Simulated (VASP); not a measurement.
# As (Fm-3m) in VASP: notebook

Runs on As. Level: PBE. Tasks: single point.

All numbers are computed with VASP 6.6.1; they aren't measurements. Logs are shortened: lines on timing, memory, paths and dates and some standing lists are left out, and cuts for length are marked.

### 1 The cell of the first run

Symmetry: Fm-3m, No. 225, cubic system. The conventional cell has a = 4.388 Å, b = 4.388 Å, c = 4.388 Å, α = 90.00°, β = 90.00°, γ = 90.00°. As (site symmetry m-3m) has 12 As at 3.10 Å within 4.1 Å.

### 2 Single point, PBE (N replaced by As, lengths x 1.406, strained)

INCAR

```
SYSTEM = As
PREC = Accurate ; ENCUT = 500
EDIFF = 1E-6 ; ISMEAR = 0
SIGMA = 0.1 ; LREAL = .False.
LASPH = .True. ; NELM = 120
ALGO = Normal ; ISIF = 2
LWAVE = .False. ; LCHARG = .False.
GGA = PE ; NBANDS = 8
GGA_COMPAT = .False.
```

KPOINTS

```
regular mesh
0
Gamma
  8 8 8
  0 0 0
```

POSCAR

```
As
1.0
    0.0000000000      2.1942200639      2.1942200639
    2.1942200639      0.0000000000      2.1942200639
    2.1942200639      2.1942200639      0.0000000000
As
1
Direct
    0.0000000000      0.0000000000      0.0000000000
```

Potentials or basis: VASP PAW PBE potentials, release 64 (As).

On the command line:

```console
$ cat potpaw_PBE.64/As/POTCAR > POTCAR
$ mpirun -np 1 vasp_std > vasp.out
```

OUTCAR:

```text
SYSTEM = As
   PREC = Accurate
   ENCUT = 500
   EDIFF = 1E-6
   ISMEAR = 0
   LREAL = .False.
   LASPH = .True.
   NELM = 120
   ISIF = 2
   GGA = PE

 ion  position               nearest neighbor table
   1  0.000  0.000  0.000-

  LATTYP: Found a face centered cubic cell.
 ALAT       =     4.3884401278

  Lattice vectors:

 A1 = (   0.0000000000,   2.1942200639,   2.1942200639)
 A2 = (   2.1942200639,   0.0000000000,   2.1942200639)
 A3 = (   2.1942200639,   2.1942200639,   0.0000000000)

Analysis of symmetry for initial positions (statically):
=====================================================================
 Subroutine PRICEL returns:
 Original cell was already a primitive cell.

 Routine SETGRP: Setting up the symmetry group for a
 face centered cubic supercell.

 Subroutine GETGRP returns: Found 48 space group operations
 (whereof 48 operations were pure point group operations)
 out of a pool of 48 trial point group operations.

The static configuration has the point symmetry O_h .

Analysis of symmetry for dynamics (positions and initial velocities):
=====================================================================
 Subroutine PRICEL returns:
 Original cell was already a primitive cell.

 Routine SETGRP: Setting up the symmetry group for a
 face centered cubic supercell.

 Subroutine GETGRP returns: Found 48 space group operations
 (whereof 48 operations were pure point group operations)
 out of a pool of 48 trial point group operations.

The dynamic configuration has the point symmetry O_h .

 Subroutine INISYM returns: Found 48 space group operations
 (whereof 48 operations are pure point group operations),
 and found     1 'primitive' translations

----------------------------------------------------------------------------------------

                                     Primitive cell

  volume of cell :      21.1286

  direct lattice vectors                    reciprocal lattice vectors
     0.000000000  2.194220064  2.194220064    -0.227871401  0.227871401  0.227871401
     2.194220064  0.000000000  2.194220064     0.227871401 -0.227871401  0.227871401
     2.194220064  2.194220064  0.000000000     0.227871401  0.227871401 -0.227871401

  length of vectors
     3.103095773  3.103095773  3.103095773     0.394684844  0.394684844  0.394684844

  position of ions in fractional coordinates (direct lattice)
     0.000000000  0.000000000  0.000000000

  ion indices of the primitive-cell ions
   primitive index   ion index
                 1           1

----------------------------------------------------------------------------------------

 KPOINTS: regular mesh

Automatic generation of k-mesh.
 Grid dimensions read from file:
 generate k-points for:    8    8    8

 Generating k-lattice:

  Cartesian coordinates                     Fractional coordinates (reciprocal lattice)
    -0.028483925  0.028483925  0.028483925     0.125000000  0.000000000  0.000000000
     0.028483925 -0.028483925  0.028483925     0.000000000  0.125000000  0.000000000
     0.028483925  0.028483925 -0.028483925     0.000000000  0.000000000  0.125000000

  Length of vectors
     0.049335606  0.049335606  0.049335606

  Shift w.r.t. Gamma in fractional coordinates (k-lattice)
     0.000000000  0.000000000  0.000000000

 Subroutine IBZKPT returns following result:
 ===========================================

 Found     29 irreducible k-points:

 Following reciprocal coordinates:
            Coordinates               Weight
  0.000000  0.000000  0.000000      1.000000
  0.125000  0.000000  0.000000      8.000000
  0.250000  0.000000  0.000000      8.000000
  0.375000  0.000000  0.000000      8.000000
  0.500000  0.000000  0.000000      4.000000
  0.125000  0.125000  0.000000      6.000000
[... 16 lines left out ...]
  0.500000  0.250000  0.125000     48.000000
 -0.375000  0.250000  0.125000     24.000000
 [... further k-points ...]
   k-points           NKPTS =     29   k-points in BZ     NKDIM =     29   number of bands    NBANDS=      8
   number of dos      NEDOS =    301   number of ions     NIONS =      1
   total plane-waves  NPLWV =  13824
   dimension x,y,z NGX =    24 NGY =   24 NGZ =   24
   dimension x,y,z NGXF=    48 NGYF=   48 NGZF=   48
   ions per type =               1
   NGX,Y,Z   is equivalent  to a cutoff of  12.86, 12.86, 12.86 a.u.
   NGXF,Y,Z  is equivalent  to a cutoff of  25.72, 25.72, 25.72 a.u.
 SYSTEM =  As
   PREC   = accura    normal or accurate (medium, high low for compatibility)
   ISTART =      0    job   : 0-new  1-cont  2-samecut
   ICHARG =      2    charge: 1-file 2-atom 10-const
   ISPIN  =      1    spin polarized calculation?
   LNONCOLLINEAR =      F non collinear calculations
   LSORBIT =      F    spin-orbit coupling
   LASPH  =      T    aspherical Exc in radial PAW
   ENCUT  =  500.0 eV  36.75 Ry    6.06 a.u.   5.66  5.66  5.66*2*pi/ulx,y,z
   NELM   =    120;   NELMIN=  2; NELMDL= -5     # of ELM steps
   EDIFF  = 0.1E-05   stopping-criterion for ELM
   LREAL  =      F    real-space projection
   EDIFFG = 0.1E-04   stopping-criterion for IOM
   NSW    =      0    number of steps for IOM
   IBRION =     -1    ionic relax: 0-MD 1-quasi-New 2-CG
   NFREE  =      0    steps in history (QN), initial steepest desc. (CG)
   ISIF   =      2    stress and relaxation
   ISYM   =      2    0-nonsym 1-usesym 2-fastsym
   POTIM  = 0.5000    time-step for ionic-motion
   TEBEG  =    0.0;   TEEND  =   0.0 temperature during run
   PSTRESS=    0.0 pullay stress
   NELECT =       5.0000    total number of electrons
   NUPDOWN=      -1.0000    fix difference up-down
   EMIN   =  10.00;   EMAX   =-10.00  energy-range for DOS
   EFERMI =   0.00;   METHOD = LEGACY
   ISMEAR =     0;   SIGMA  =   0.10  broadening in eV -4-tet -1-fermi 0-gaus
   EFERMI_NEDOS =   21; number of points for ismear=-14 and -15
   IALGO  =     38    algorithm
   IMIX   =      4    mixing-type and parameters
     AMIX     =   0.40;   BMIX     =  1.00
     AMIX_MAG =   1.60;   BMIX_MAG =  1.00
  volume/ion in A,a.u.               =      21.13       142.58
  Fermi-wavevector in a.u.,A,eV,Ry     =   1.012608  1.913551 13.951071  1.025375
  Thomas-Fermi vector in A             =   2.145727
   LORBIT       =      0    0 simple, 1 ext, 2 COOP (PROOUT), +10 PAW based schemes
   GGA     = PE    functional components
   LHFCALC =     F    Hartree Fock is set to
   AEXX    =    0.0000 exact exchange contribution
   IVDW    =     0    specifies the selected vdW correction
   LEPSILON=     F    determine dielectric tensor
   LRPA    =     F    only Hartree local field effects (RPA)
 non-spin polarized calculation
 Gauss-broadening in eV      SIGMA  =   0.10
  energy-cutoff  :      500.00
  volume of cell :       21.13
 maximum number of plane-waves:       546
   NGX = 11   NGY = 11   NGZ = 11

 number of electron       4.9999999 magnetization

 Free energy of the ion-electron system (eV)
  ---------------------------------------------------
  ext. energy  EPLUGINS =         0.00000000
  ---------------------------------------------------
  free energy    TOTEN  =        -4.09104593 eV

  energy without entropy =       -4.08665269  energy(sigma->0) =       -4.08884931

 E-fermi :   5.3974     XC(G=0): -10.3199

 val. band max:        5.1195049545   @ k =   0.5000   0.2500   0.1250
 cond. band min:       5.4405092594   @ k =  -0.3750   0.3750   0.1250
 fundamental gap:      0.3210043049
 Fermi energy:         5.3973639359

 k-point     1 :       0.0000    0.0000    0.0000
  band No.  band energies     occupation
      1      -8.8526      2.00000
      2      10.3966      0.00000
      3      10.3966      0.00000
      4      10.3966      0.00000
      5      17.3786      0.00000
      6      17.3786      0.00000
      7      17.3786      0.00000
      8      17.8821      0.00000

 k-point     2 :       0.1250    0.0000    0.0000
  band No.  band energies     occupation
      1      -8.5225      2.00000
      2       8.1696      0.00000
      3      10.0904      0.00000
      4      10.0904      0.00000
      5      16.2155      0.00000
      6      17.9583      0.00000
      7      17.9583      0.00000
      8      19.3890      0.00000

 k-point     3 :       0.2500    0.0000    0.0000
  band No.  band energies     occupation
      1      -7.5575      2.00000
      2       4.4228      2.00000
      3       9.5133      0.00000
      4       9.5133      0.00000
      5      15.1426      0.00000
      6      17.8677      0.00000
      7      17.8677      0.00000
      8      20.5898      0.00000

 k-point     4 :       0.3750    0.0000    0.0000
  band No.  band energies     occupation
      1      -6.1059      2.00000
      2       1.0796      2.00000
      3       9.0744      0.00000
      4       9.0744      0.00000
      5      14.6091      0.00000
      6      16.8269      0.00000
      7      16.8269      0.00000
      8      19.2824      0.00000

 k-point     5 :       0.5000    0.0000    0.0000
  band No.  band energies     occupation
      1      -5.0722      2.00000
      2      -0.6069      2.00000
      3       8.9197      0.00000
      4       8.9197      0.00000
      5      14.4621      0.00000
      6      16.4089      0.00000
      7      16.4089      0.00000
      8      18.7575      0.00000

 k-point     6 :       0.1250    0.1250    0.0000
  band No.  band energies     occupation
      1      -8.4121      2.00000
      2       8.8051      0.00000
      3       9.2947      0.00000
      4       9.2947      0.00000
      5      15.2004      0.00000
      6      18.0462      0.00000
      7      19.0488      0.00000
      8      19.0488      0.00000

 k-point     7 :       0.2500    0.1250    0.0000
  band No.  band energies     occupation
      1      -7.6561      2.00000
      2       5.7405      0.00000
      3       8.5222      0.00000
      4       8.8501      0.00000
      5      14.8528      0.00000
      6      16.6615      0.00000
      7      18.9936      0.00000
      8      19.8612      0.00000

 k-point     8 :       0.3750    0.1250    0.0000
  band No.  band energies     occupation
      1      -6.3432      2.00000
      2       2.3145      2.00000
      3       7.9506      0.00000
      4       8.1396      0.00000
      5      14.3385      0.00000
      6      16.8492      0.00000
      7      18.7757      0.00000
      8      19.9805      0.00000

 k-point     9 :       0.5000    0.1250    0.0000
  band No.  band energies     occupation
      1      -4.9752      2.00000
      2      -0.0882      2.00000
      3       7.1626      0.00000
      4       8.2465      0.00000
      5      14.2039      0.00000
      6      16.6442      0.00000
      7      17.7266      0.00000
      8      21.7195      0.00000

 k-point    10 :      -0.3750    0.1250    0.0000
  band No.  band energies     occupation
      1      -5.3565      2.00000
      2       0.5100      2.00000
      3       6.7685      0.00000
      4       8.7990      0.00000
      5      14.8671      0.00000
      6      16.4889      0.00000
      7      17.3416      0.00000
      8      21.9399      0.00000
[... 78 lines left out ...]
 k-point    18 :       0.3750    0.3750    0.0000
  band No.  band energies     occupation
      1      -5.1167      2.00000
      2       2.4718      2.00000
      3       6.3203      0.00000
      4       6.3203      0.00000
      5      11.2350      0.00000
      6      11.6286      0.00000
      7      25.8570      0.00000
      8      25.8570      0.00000

 k-point    19 :       0.5000    0.3750    0.0000
  band No.  band energies     occupation
      1      -3.9687      2.00000
      2       1.1571      2.00000
      3       4.5298      2.00000
      4       6.1996      0.00000
      5      11.0875      0.00000
      6      13.1469      0.00000
      7      24.7816      0.00000
      8      25.4332      0.00000

 k-point    20 :      -0.3750    0.3750    0.0000
  band No.  band energies     occupation
      1      -3.5414      2.00000
      2       1.3006      2.00000
      3       2.3766      2.00000
      4       6.6844      0.00000
      5      11.6282      0.00000
      6      16.8214      0.00000
      7      22.9799      0.00000
      8      23.5440      0.00000

 k-point    21 :       0.5000    0.5000    0.0000
  band No.  band energies     occupation
      1      -3.5232      2.00000
      2       0.3617      2.00000
      3       5.8907      0.00000
      4       5.8907      0.00000
      5      10.4035      0.00000
      6      11.1741      0.00000
      7      28.1947      0.00000
      8      29.4875      0.00000

 k-point    22 :       0.3750    0.2500    0.1250
  band No.  band energies     occupation
      1      -6.7163      2.00000
      2       4.3239      2.00000
      3       6.0547      0.00000
      4       8.4660      0.00000
      5      15.2767      0.00000
      6      15.2768      0.00000
      7      18.7127      0.00000
      8      21.5831      0.00000

 k-point    23 :       0.5000    0.2500    0.1250
  band No.  band energies     occupation
      1      -5.3248      2.00000
      2       1.7865      2.00000
      3       5.1195      1.99991
      4       7.4816      0.00000
      5      14.6757      0.00000
      6      16.6121      0.00000
      7      18.7252      0.00000
      8      21.6148      0.00000

 k-point    24 :      -0.3750    0.2500    0.1250
  band No.  band energies     occupation
      1      -4.3707      2.00000
      2       0.2892      2.00000
      3       4.9983      2.00000
      4       7.0031      0.00000
      5      14.5496      0.00000
      6      16.3781      0.00000
      7      20.5220      0.00000
      8      21.7546      0.00000

 [... further k-points ...]

------------------------ aborting loop because EDIFF is reached ----------------------------------------

  FORCE on cell =-STRESS in cart. coord.  units (eV):
  Direction    XX          YY          ZZ          XY          YZ          ZX
  --------------------------------------------------------------------------------------
  -------------------------------------------------------------------------------------
  Total       -0.7730613     -0.7730613     -0.7730613     -0.0000000      0.0000000     -0.0000000
  in kB      -58.6210992    -58.6210992    -58.6210992     -0.0000000      0.0000000     -0.0000000
  external PRESSURE =     -58.6210992 kB  Pullay stress =       0.0000000 kB

 VOLUME and BASIS-vectors are now :
 -----------------------------------------------------------------------------
  energy-cutoff  :      500.00
  volume of cell :       21.13
      direct lattice vectors                 reciprocal lattice vectors
     0.000000000  2.194220064  2.194220064    -0.227871401  0.227871401  0.227871401
     2.194220064  0.000000000  2.194220064     0.227871401 -0.227871401  0.227871401
     2.194220064  2.194220064  0.000000000     0.227871401  0.227871401 -0.227871401

 POSITION                                       TOTAL-FORCE (eV/Angst)
 -----------------------------------------------------------------------------------
      0.00000      0.00000      0.00000        -0.000000     -0.000000      0.000000
 -----------------------------------------------------------------------------------
    total drift:                               -0.000000      0.000000      0.000000

  FREE ENERGIE OF THE ION-ELECTRON SYSTEM (eV)
  ---------------------------------------------------
  free  energy   TOTEN  =        -4.0910459339 eV

  energy  without entropy=       -4.0866526864  energy(sigma->0) =       -4.08884931
```

Run time: 2.7 s. Hardware: 1 thread of AMD EPYC 9R45 (Zen 5), shared host; peak memory 0.1 GiB.

What came out:

- Free energy: -4.0910 eV
- Pressure: -5.9 GPa

Levels at points of the mesh, in eV from the Fermi level:
```tsv
k point	band 1	band 2	band 3	band 4	band 5	band 6	band 7
(0.00, 0.00, 0.00)	-14.25	5.00	5.00	5.00	11.98	11.98	11.98
(0.50, 0.00, 0.00)	-10.47	-6.00	3.52	3.52	9.06	11.01	11.01
(0.50, 0.50, 0.00)	-8.92	-5.04	0.49	0.49	5.01	5.78	22.80
```

Caveat: the cell differs from its parent crystal (N replaced by As, lengths x 1.406, strained).

(Continued in part 2 of 2.)
